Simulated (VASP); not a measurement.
# PbO2 (Fm-3m) in VASP: a series of runs

Runs on PbO2. Level: PBE. Tasks: single point.

Everything below comes from runs of VASP 6.6.1. Logs are shortened: lines on timing, memory, paths and dates and some standing lists are left out, and cuts for length are marked.

### 1 The cell of the first run

The structure is cubic, space group Fm-3m (No. 225). Conventional cell: a = 5.404 Å, b = 5.404 Å, c = 5.404 Å, α = 90.00°, β = 90.00°, γ = 90.00°. Pb (site symmetry m-3m) has 8 O at 2.34 Å within 3.1 Å. O (site symmetry -43m) has 4 Pb at 2.34 Å and 6 O at 2.70 Å within 3.1 Å.

### 2 Single point, PBE

The input, INCAR:

```
SYSTEM = PbO2
  ALGO = Normal
  EDIFF = 1E-6
  ENCUT = 520
  GGA = PE
  ISIF = 2
  ISMEAR = 0
  LASPH = .True.
  LCHARG = .False.
  LREAL = .False.
  LWAVE = .False.
  NBANDS = 20
  NELM = 100
  PREC = Accurate
  SIGMA = 0.016
```

The input, KPOINTS:

```
k-points
0
Gamma
  9 9 9
  0 0 0
```

The input, POSCAR:

```
PbO2
1.0
    0.0000000000      2.7019920000      2.7019920000
    2.7019920000      0.0000000000      2.7019920000
    2.7019920000      2.7019920000      0.0000000000
Pb O
1 2
Direct
    0.0000000000      0.0000000000      0.0000000000
    0.7500000000      0.7500000000      0.7500000000
    0.2500000000      0.2500000000      0.2500000000
```

Potentials or basis: VASP PAW PBE potentials, release 64 (Pb_d, O).

Started as:

```sh
cat potpaw_PBE.64/Pb_d/POTCAR potpaw_PBE.64/O/POTCAR > POTCAR
mpirun -np 1 vasp_std > vasp.out
```

OUTCAR:

```text
SYSTEM = PbO2
   EDIFF = 1E-6
   ENCUT = 520
   GGA = PE
   ISIF = 2
   ISMEAR = 0
   LASPH = .True.
   LREAL = .False.
   NELM = 100
   PREC = Accurate

 ion  position               nearest neighbor table
   1  0.000  0.000  0.000-   2 2.34   2 2.34   2 2.34   3 2.34   3 2.34   3 2.34   3 2.34   2 2.34

   2  0.750  0.750  0.750-   1 2.34   1 2.34   1 2.34   1 2.34
   3  0.250  0.250  0.250-   1 2.34   1 2.34   1 2.34   1 2.34

  LATTYP: Found a face centered cubic cell.
 ALAT       =     5.4039840000

  Lattice vectors:

 A1 = (   0.0000000000,   2.7019920000,   2.7019920000)
 A2 = (   2.7019920000,   0.0000000000,   2.7019920000)
 A3 = (   2.7019920000,   2.7019920000,   0.0000000000)

Analysis of symmetry for initial positions (statically):
=====================================================================
 Subroutine PRICEL returns:
 Original cell was already a primitive cell.

 Routine SETGRP: Setting up the symmetry group for a
 face centered cubic supercell.

 Subroutine GETGRP returns: Found 48 space group operations
 (whereof 48 operations were pure point group operations)
 out of a pool of 48 trial point group operations.

The static configuration has the point symmetry O_h .

Analysis of symmetry for dynamics (positions and initial velocities):
=====================================================================
 Subroutine PRICEL returns:
 Original cell was already a primitive cell.

 Routine SETGRP: Setting up the symmetry group for a
 face centered cubic supercell.

 Subroutine GETGRP returns: Found 48 space group operations
 (whereof 48 operations were pure point group operations)
 out of a pool of 48 trial point group operations.

The dynamic configuration has the point symmetry O_h .

 Subroutine INISYM returns: Found 48 space group operations
 (whereof 48 operations are pure point group operations),
 and found     1 'primitive' translations

----------------------------------------------------------------------------------------

                                     Primitive cell

  volume of cell :      39.4532

  direct lattice vectors                    reciprocal lattice vectors
     0.000000000  2.701992000  2.701992000    -0.185048660  0.185048660  0.185048660
     2.701992000  0.000000000  2.701992000     0.185048660 -0.185048660  0.185048660
     2.701992000  2.701992000  0.000000000     0.185048660  0.185048660 -0.185048660

  length of vectors
     3.821193732  3.821193732  3.821193732     0.320513682  0.320513682  0.320513682

  position of ions in fractional coordinates (direct lattice)
     0.000000000  0.000000000  0.000000000
     0.750000000  0.750000000  0.750000000
     0.250000000  0.250000000  0.250000000

  ion indices of the primitive-cell ions
   primitive index   ion index
                 1           1
                 2           2
                 3           3

----------------------------------------------------------------------------------------

 KPOINTS: k-points

Automatic generation of k-mesh.
 Grid dimensions read from file:
 generate k-points for:    9    9    9

 Generating k-lattice:

  Cartesian coordinates                     Fractional coordinates (reciprocal lattice)
    -0.020560962  0.020560962  0.020560962     0.111111111  0.000000000  0.000000000
     0.020560962 -0.020560962  0.020560962     0.000000000  0.111111111  0.000000000
     0.020560962  0.020560962 -0.020560962     0.000000000  0.000000000  0.111111111

  Length of vectors
     0.035612631  0.035612631  0.035612631

  Shift w.r.t. Gamma in fractional coordinates (k-lattice)
     0.000000000  0.000000000  0.000000000

 Subroutine IBZKPT returns following result:
 ===========================================

 Found     35 irreducible k-points:

 Following reciprocal coordinates:
            Coordinates               Weight
  0.000000  0.000000  0.000000      1.000000
  0.111111  0.000000  0.000000      8.000000
  0.222222  0.000000  0.000000      8.000000
  0.333333  0.000000  0.000000      8.000000
  0.444444  0.000000  0.000000      8.000000
  0.111111  0.111111  0.000000      6.000000
[... 16 lines left out ...]
 -0.333333  0.333333  0.000000     12.000000
  0.444444  0.444444  0.000000      6.000000
 [... further k-points ...]
   k-points           NKPTS =     35   k-points in BZ     NKDIM =     35   number of bands    NBANDS=     20
   number of dos      NEDOS =    301   number of ions     NIONS =      3
   total plane-waves  NPLWV =  21952
   dimension x,y,z NGX =    28 NGY =   28 NGZ =   28
   dimension x,y,z NGXF=    56 NGYF=   56 NGZF=   56
   ions per type =               1   2
   NGX,Y,Z   is equivalent  to a cutoff of  12.18, 12.18, 12.18 a.u.
   NGXF,Y,Z  is equivalent  to a cutoff of  24.36, 24.36, 24.36 a.u.
 SYSTEM =  PbO2
   PREC   = accura    normal or accurate (medium, high low for compatibility)
   ISTART =      0    job   : 0-new  1-cont  2-samecut
   ICHARG =      2    charge: 1-file 2-atom 10-const
   ISPIN  =      1    spin polarized calculation?
   LNONCOLLINEAR =      F non collinear calculations
   LSORBIT =      F    spin-orbit coupling
   LASPH  =      T    aspherical Exc in radial PAW
   ENCUT  =  520.0 eV  38.22 Ry    6.18 a.u.   7.10  7.10  7.10*2*pi/ulx,y,z
   NELM   =    100;   NELMIN=  2; NELMDL= -5     # of ELM steps
   EDIFF  = 0.1E-05   stopping-criterion for ELM
   LREAL  =      F    real-space projection
   EDIFFG = 0.1E-04   stopping-criterion for IOM
   NSW    =      0    number of steps for IOM
   IBRION =     -1    ionic relax: 0-MD 1-quasi-New 2-CG
   NFREE  =      0    steps in history (QN), initial steepest desc. (CG)
   ISIF   =      2    stress and relaxation
   ISYM   =      2    0-nonsym 1-usesym 2-fastsym
   POTIM  = 0.5000    time-step for ionic-motion
   TEBEG  =    0.0;   TEEND  =   0.0 temperature during run
   PSTRESS=    0.0 pullay stress
   NELECT =      26.0000    total number of electrons
   NUPDOWN=      -1.0000    fix difference up-down
   EMIN   =  10.00;   EMAX   =-10.00  energy-range for DOS
   EFERMI =   0.00;   METHOD = LEGACY
   ISMEAR =     0;   SIGMA  =   0.02  broadening in eV -4-tet -1-fermi 0-gaus
   EFERMI_NEDOS =   21; number of points for ismear=-14 and -15
   IALGO  =     38    algorithm
   IMIX   =      4    mixing-type and parameters
     AMIX     =   0.40;   BMIX     =  1.00
     AMIX_MAG =   1.60;   BMIX_MAG =  1.00
  volume/ion in A,a.u.               =      13.15        88.75
  Fermi-wavevector in a.u.,A,eV,Ry     =   1.424640  2.692180 27.614384  2.029600
  Thomas-Fermi vector in A             =   2.545110
   LORBIT       =      0    0 simple, 1 ext, 2 COOP (PROOUT), +10 PAW based schemes
   GGA     = PE    functional components
   LHFCALC =     F    Hartree Fock is set to
   AEXX    =    0.0000 exact exchange contribution
   IVDW    =     0    specifies the selected vdW correction
   LEPSILON=     F    determine dielectric tensor
   LRPA    =     F    only Hartree local field effects (RPA)
 non-spin polarized calculation
 Gauss-broadening in eV      SIGMA  =   0.02
  energy-cutoff  :      520.00
  volume of cell :       39.45
 maximum number of plane-waves:      1073
   NGX = 15   NGY = 15   NGZ = 15

 number of electron      25.9999989 magnetization

 Free energy of the ion-electron system (eV)
  ---------------------------------------------------
  ext. energy  EPLUGINS =         0.00000000
  ---------------------------------------------------
  free energy    TOTEN  =       -15.61029286 eV

  energy without entropy =      -15.61000681  energy(sigma->0) =      -15.61014984

 E-fermi :   5.5721     XC(G=0): -11.1442

 val. band max:        5.5378985308   @ k =  -0.3333   0.4444   0.1111
 cond. band min:       5.5756693097   @ k =  -0.3333   0.4444   0.2222
 fundamental gap:      0.0377707790
 Fermi energy:         5.5721034585

 k-point     1 :       0.0000    0.0000    0.0000
  band No.  band energies     occupation
      1     -12.8742      2.00000
      2     -10.0669      2.00000
      3     -10.0493      2.00000
      4     -10.0493      2.00000
      5     -10.0493      2.00000
      6      -9.8169      2.00000
[... 12 lines left out ...]
     19      21.2148      0.00000
     20      21.2148      0.00000

 k-point     2 :       0.1111    0.0000    0.0000
  band No.  band energies     occupation
      1     -12.7756      2.00000
      2     -10.6562      2.00000
      3     -10.0346      2.00000
      4     -10.0346      2.00000
      5      -9.8178      2.00000
      6      -9.8178      2.00000
[... 12 lines left out ...]
     19      21.1070      0.00000
     20      21.1070      0.00000

 k-point     3 :       0.2222    0.0000    0.0000
  band No.  band energies     occupation
      1     -12.5265      2.00000
      2     -11.1223      2.00000
      3     -10.0037      2.00000
      4     -10.0037      2.00000
      5      -9.8134      2.00000
      6      -9.8134      2.00000
[... 12 lines left out ...]
     19      20.9147      0.00000
     20      20.9147      0.00000

 k-point     4 :       0.3333    0.0000    0.0000
  band No.  band energies     occupation
      1     -12.2992      2.00000
      2     -11.3147      2.00000
      3      -9.9831      2.00000
      4      -9.9831      2.00000
      5      -9.7927      2.00000
      6      -9.7927      2.00000
[... 12 lines left out ...]
     19      20.7808      0.00000
     20      20.7808      0.00000

 k-point     5 :       0.4444    0.0000    0.0000
  band No.  band energies     occupation
      1     -12.2537      2.00000
      2     -11.2315      2.00000
      3      -9.9785      2.00000
      4      -9.9785      2.00000
      5      -9.7696      2.00000
      6      -9.7696      2.00000
[... 12 lines left out ...]
     19      20.7146      0.00000
     20      20.7146      0.00000
[... 353 lines left out ...]
      6      -9.7324      2.00000
[... 12 lines left out ...]
     19      21.8089      0.00000
     20      23.1484      0.00000

 k-point    22 :      -0.4444    0.3333    0.0000
  band No.  band energies     occupation
      1     -11.9958      2.00000
      2     -11.6682      2.00000
      3      -9.9051      2.00000
      4      -9.8382      2.00000
      5      -9.7727      2.00000
      6      -9.4204      2.00000
[... 12 lines left out ...]
     19      21.9690      0.00000
     20      22.7233      0.00000

 k-point    23 :      -0.3333    0.3333    0.0000
  band No.  band energies     occupation
      1     -11.9655      2.00000
      2     -11.7291      2.00000
      3      -9.8798      2.00000
      4      -9.8541      2.00000
      5      -9.8040      2.00000
      6      -9.0513      2.00000
[... 12 lines left out ...]
     19      21.2259      0.00000
     20      23.2729      0.00000

 k-point    24 :       0.4444    0.4444    0.0000
  band No.  band energies     occupation
      1     -12.0521      2.00000
      2     -11.5338      2.00000
      3      -9.9343      2.00000
      4      -9.8058      2.00000
      5      -9.8058      2.00000
      6      -9.7546      2.00000
[... 12 lines left out ...]
     19      21.8012      0.00000
     20      22.5640      0.00000

 [... further k-points ...]
[... 5 lines left out ...]
  --------------------------------------------------------------------------------------
  -------------------------------------------------------------------------------------
  Total        0.1429604      0.1429604      0.1429604      0.0000000      0.0000000     -0.0000000
  in kB        5.8055612      5.8055612      5.8055612      0.0000000      0.0000000     -0.0000000
  external PRESSURE =       5.8055612 kB  Pullay stress =       0.0000000 kB

 VOLUME and BASIS-vectors are now :
 -----------------------------------------------------------------------------
  energy-cutoff  :      520.00
  volume of cell :       39.45
      direct lattice vectors                 reciprocal lattice vectors
     0.000000000  2.701992000  2.701992000    -0.185048660  0.185048660  0.185048660
     2.701992000  0.000000000  2.701992000     0.185048660 -0.185048660  0.185048660
     2.701992000  2.701992000  0.000000000     0.185048660  0.185048660 -0.185048660

 POSITION                                       TOTAL-FORCE (eV/Angst)
 -----------------------------------------------------------------------------------
      0.00000      0.00000      0.00000         0.000000      0.000000      0.000000
      4.05299      4.05299      4.05299         0.000000      0.000000      0.000000
      1.35100      1.35100      1.35100        -0.000000     -0.000000     -0.000000
 -----------------------------------------------------------------------------------
    total drift:                                0.000000      0.000000      0.000000

  FREE ENERGIE OF THE ION-ELECTRON SYSTEM (eV)
  ---------------------------------------------------
  free  energy   TOTEN  =       -15.6102928615 eV

  energy  without entropy=      -15.6100068086  energy(sigma->0) =      -15.61014984
```

Wall time 43 s (1 thread of AMD EPYC 7R13, shared host); peak memory 0.14 GiB.

What came out:

| Quantity | Value |
| --- | --- |
| Free energy | -15.6103 eV |
| Pressure | 0.6 GPa |
| Band gap on the k mesh | zero (band 13 reaches 5.58 eV, above the bottom of band 14 at 4.43 eV) |

Caveat: spin-orbit coupling is left out, which moves the levels of the heavy elements.

### 3 Single point, PBE

The input, INCAR:

```
SYSTEM = PbO2
PREC = Accurate ; ENCUT = 520
EDIFF = 1E-7 ; ISMEAR = 0
SIGMA = 0.019000000000000003 ; LREAL = .False.
LASPH = .True. ; NELM = 100
ALGO = Normal ; ISIF = 2
LWAVE = .False. ; LCHARG = .True.
GGA = PE ; LELF = .True.
LVHAR = .True. ; NBANDS = 20
```

The input, KPOINTS:

```
regular mesh
0
Gamma
  9 9 9
  0 0 0
```

POSCAR is that of step 2.

Potentials or basis: VASP PAW PBE potentials, release 64 (Pb_d, O).

Started as:

```sh
cat potpaw_PBE.64/Pb_d/POTCAR potpaw_PBE.64/O/POTCAR > POTCAR
mpirun -np 1 vasp_std > vasp.out
```

OUTCAR:

```text
SYSTEM = PbO2
   PREC = Accurate
   ENCUT = 520
   EDIFF = 1E-7
   ISMEAR = 0
   LREAL = .False.
   LASPH = .True.
   NELM = 100
   ISIF = 2
   GGA = PE

 ion  position               nearest neighbor table
   1  0.000  0.000  0.000-   2 2.34   2 2.34   2 2.34   3 2.34   3 2.34   3 2.34   3 2.34   2 2.34

   2  0.750  0.750  0.750-   1 2.34   1 2.34   1 2.34   1 2.34
   3  0.250  0.250  0.250-   1 2.34   1 2.34   1 2.34   1 2.34

  LATTYP: Found a face centered cubic cell.
 ALAT       =     5.4039840000

  Lattice vectors:

 A1 = (   0.0000000000,   2.7019920000,   2.7019920000)
 A2 = (   2.7019920000,   0.0000000000,   2.7019920000)
 A3 = (   2.7019920000,   2.7019920000,   0.0000000000)

Analysis of symmetry for initial positions (statically):
=====================================================================
 Subroutine PRICEL returns:
 Original cell was already a primitive cell.

 Routine SETGRP: Setting up the symmetry group for a
 face centered cubic supercell.

 Subroutine GETGRP returns: Found 48 space group operations
 (whereof 48 operations were pure point group operations)
 out of a pool of 48 trial point group operations.

The static configuration has the point symmetry O_h .

Analysis of symmetry for dynamics (positions and initial velocities):
=====================================================================
 Subroutine PRICEL returns:
 Original cell was already a primitive cell.

 Routine SETGRP: Setting up the symmetry group for a
 face centered cubic supercell.

 Subroutine GETGRP returns: Found 48 space group operations
 (whereof 48 operations were pure point group operations)
 out of a pool of 48 trial point group operations.

The dynamic configuration has the point symmetry O_h .

 Subroutine INISYM returns: Found 48 space group operations
 (whereof 48 operations are pure point group operations),
 and found     1 'primitive' translations

[... 107 lines left out ...]
   NELECT =      26.0000    total number of electrons
   NUPDOWN=      -1.0000    fix difference up-down
   EMIN   =  10.00;   EMAX   =-10.00  energy-range for DOS
   EFERMI =   0.00;   METHOD = LEGACY
   ISMEAR =     0;   SIGMA  =   0.02  broadening in eV -4-tet -1-fermi 0-gaus
   EFERMI_NEDOS =   21; number of points for ismear=-14 and -15
   IALGO  =     38    algorithm
   IMIX   =      4    mixing-type and parameters
     AMIX     =   0.40;   BMIX     =  1.00
     AMIX_MAG =   1.60;   BMIX_MAG =  1.00
  volume/ion in A,a.u.               =      13.15        88.75
  Fermi-wavevector in a.u.,A,eV,Ry     =   1.424640  2.692180 27.614384  2.029600
  Thomas-Fermi vector in A             =   2.545110
   LORBIT       =      0    0 simple, 1 ext, 2 COOP (PROOUT), +10 PAW based schemes
   GGA     = PE    functional components
   LHFCALC =     F    Hartree Fock is set to
   AEXX    =    0.0000 exact exchange contribution
   IVDW    =     0    specifies the selected vdW correction
   LEPSILON=     F    determine dielectric tensor
   LRPA    =     F    only Hartree local field effects (RPA)
 non-spin polarized calculation
 Gauss-broadening in eV      SIGMA  =   0.02
  energy-cutoff  :      520.00
  volume of cell :       39.45
 maximum number of plane-waves:      1073
   NGX = 15   NGY = 15   NGZ = 15

 number of electron      25.9999989 magnetization

 Free energy of the ion-electron system (eV)
  ---------------------------------------------------
  ext. energy  EPLUGINS =         0.00000000
  ---------------------------------------------------
  free energy    TOTEN  =       -15.61034748 eV

  energy without entropy =      -15.60999294  energy(sigma->0) =      -15.61017021

 E-fermi :   5.5716     XC(G=0): -11.1441

 val. band max:        5.5379035985   @ k =  -0.3333   0.4444   0.1111
 cond. band min:       5.5756745358   @ k =  -0.3333   0.4444   0.2222
 fundamental gap:      0.0377709373
 Fermi energy:         5.5716313459

 k-point     1 :       0.0000    0.0000    0.0000
  band No.  band energies     occupation
      1     -12.8742      2.00000
      2     -10.0669      2.00000
      3     -10.0491      2.00000
      4     -10.0491      2.00000
      5     -10.0491      2.00000
      6      -9.8168      2.00000
[... 541 lines left out ...]
     19      21.8012      0.00000
     20      22.5640      0.00000

 [... further k-points ...]
[... 5 lines left out ...]
  --------------------------------------------------------------------------------------
  -------------------------------------------------------------------------------------
  Total        0.1437538      0.1437538      0.1437538      0.0000000     -0.0000000     -0.0000000
  in kB        5.8377790      5.8377790      5.8377790      0.0000000     -0.0000000     -0.0000000
  external PRESSURE =       5.8377790 kB  Pullay stress =       0.0000000 kB

 VOLUME and BASIS-vectors are now :
 -----------------------------------------------------------------------------
  energy-cutoff  :      520.00
  volume of cell :       39.45
      direct lattice vectors                 reciprocal lattice vectors
     0.000000000  2.701992000  2.701992000    -0.185048660  0.185048660  0.185048660
     2.701992000  0.000000000  2.701992000     0.185048660 -0.185048660  0.185048660
     2.701992000  2.701992000  0.000000000     0.185048660  0.185048660 -0.185048660

 POSITION                                       TOTAL-FORCE (eV/Angst)
 -----------------------------------------------------------------------------------
      0.00000      0.00000      0.00000         0.000000      0.000000     -0.000000
      4.05299      4.05299      4.05299         0.000000     -0.000000      0.000000
      1.35100      1.35100      1.35100        -0.000000     -0.000000     -0.000000
 -----------------------------------------------------------------------------------
    total drift:                                0.000000      0.000000      0.000000

  FREE ENERGIE OF THE ION-ELECTRON SYSTEM (eV)
  ---------------------------------------------------
  free  energy   TOTEN  =       -15.6103474762 eV

  energy  without entropy=      -15.6099929424  energy(sigma->0) =      -15.61017021
```

Wall time 43 s (1 thread of AMD EPYC 7R13, shared host); peak memory 0.14 GiB.

What came out:

```yaml
Free_energy: -15.6103 eV
Pressure: 0.6 GPa
Band_gap_on_the_k_mesh: zero (band 13 reaches 5.58 eV, above the bottom of band 14 at 4.43 eV)
```

Caveat: spin-orbit coupling is left out, which moves the levels of the heavy elements.

[end of part 1 of 2]
